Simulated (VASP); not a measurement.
Set up this calculation in VASP 6.6.1, as the native input.

```
Task                   : relaxation of cell and atoms
Functional             : PBE
Potentials or basis    : VASP PAW PBE potentials, release 64 (Ba_sv, V_sv, Tl_d, O)
Cutoff                 : 600 eV
k mesh                 : 3 × 3 × 4
Occupations            : fermi-dirac, width 0.05 eV
Spin                   : collinear spin, ferromagnetic start
Starting moments       : [0.0, 0.0, 2.0, 2.0, 2.0, 0.0, 0.0, 0.0, 0.0, 0.0, 0.0, 0.0, 0.0, 0.0, 0.0, 0.0, 0.0, 0.0, 0.0, 0.0, 0.0, 0.0] μB
Further INCAR settings : ALGO = Normal; EDIFF = 1e-07; IBRION = 2; EDIFFG = -0.01; NSW = 40; ISIF = 3
```

The structure of Ba2Tl5V3O12 lies in POSCAR:

```
Ba2Tl5V3O12
1.0
    9.9366500000      0.0000000000      0.0000000000
    0.0000000000      9.9366500000      0.0000000000
    0.0000000000      0.0000000000      6.6555200000
Ba V Tl O
2 3 5 12
Direct
    0.0000000000      0.5000000000      0.0000000000
    0.5000000000      0.0000000000      0.0000000000
    0.5000000000      0.5000000000      0.0000000000
    0.5000000000      0.0000000000      0.5000000000
    0.0000000000      0.5000000000      0.5000000000
    0.0000000000      0.0000000000      0.5000000000
    0.6732100000      0.3267900000      0.4601400000
    0.3267900000      0.6732100000      0.4601400000
    0.6732100000      0.6732100000      0.5398600000
    0.3267900000      0.3267900000      0.5398600000
    0.3984800000      0.6015200000      0.1465200000
    0.6015200000      0.3984800000      0.1465200000
    0.6015200000      0.6015200000      0.8534800000
    0.3984800000      0.3984800000      0.8534800000
    0.5995900000      0.0907200000      0.3357900000
    0.4004100000      0.0907200000      0.6642100000
    0.5995900000      0.9092800000      0.6642100000
    0.4004100000      0.9092800000      0.3357900000
    0.0907200000      0.5995900000      0.3357900000
    0.0907200000      0.4004100000      0.6642100000
    0.9092800000      0.5995900000      0.6642100000
    0.9092800000      0.4004100000      0.3357900000
```

The input as run:

INCAR

```
SYSTEM = Ba2Tl5V3O12
PREC     = Accurate       ! precision mode
ENCUT    = 600            ! plane-wave cutoff, eV
EDIFF    = 1E-7           ! SCF threshold, eV
ISMEAR   = -1             ! smearing method
SIGMA    = 0.05           ! smearing width, eV
LREAL    = .FALSE.        ! projectors in reciprocal space
LASPH    = .TRUE.         ! aspherical terms in the spheres
NELM     = 120            ! most SCF steps
ALGO     = Normal         ! electronic algorithm
ISIF     = 3              ! what is computed and relaxed
LWAVE    = .FALSE.        ! write WAVECAR
LCHARG   = .FALSE.        ! write CHGCAR
ISPIN    = 2              ! spin polarisation
MAGMOM   = 0 0 2 2 2 0 0 0 0 0 0 0 0 0 0 0 0 0 0 0 0 0 ! initial moments
LORBIT   = 11             ! projections on sites
LMAXMIX  = 4              ! l up to which the mixer works
GGA      = PE             ! functional
IBRION   = 2              ! ionic algorithm
NSW      = 40             ! ionic steps
EDIFFG   = -0.01          ! ionic threshold
KPAR     = 4
```

KPOINTS

```
regular mesh
0
G
  3 3 4
  0 0 0
```

Potentials or basis: VASP PAW PBE potentials, release 64 (Ba_sv, V_sv, Tl_d, O).

Command:

```sh
$ cat potpaw_PBE.64/Ba_sv/POTCAR potpaw_PBE.64/V_sv/POTCAR potpaw_PBE.64/Tl_d/POTCAR potpaw_PBE.64/O/POTCAR > POTCAR
$ mpirun -np 4 vasp_std > vasp.out
```

It gave:

```yaml
Relaxed_volume: 29.78 Å³/atom
Relaxed_cell: a = 9.885 Å, b = 9.885 Å, c = 6.704 Å, α = 90.00°, β = 90.00°, γ = 90.00°
Space_group_after_relaxing_to_0.1_Å: P-42m (No. 111)
Energy_gained_by_relaxing: 0.8 meV/atom
Ionic_steps: 16
Pressure_after_relaxing: 0.0 GPa
Largest_force_after_relaxing: 0.008 eV/Å
Band_gap_on_the_k_mesh: 0.52 eV (least direct gap 0.66 eV)
Net_moment: 0.00 μB per cell
Valence_electrons_inside_the_program's_atomic_spheres: Ba 7.89; V 12.04, 12.12 (each value once); Tl 11.02, 11.15 (each value once); O 4.97, 4.98 (each value once)
```

Caveat: spin-orbit coupling is left out, which moves the levels of the heavy elements; an odd mesh through Γ misses points on the zone boundary, where band edges can lie.

It took 91 min on 4 MPI ranks on AMD EPYC 9R45 96-Core Processor (Zen 5) (shared host), peak memory 1.9 GiB a rank.
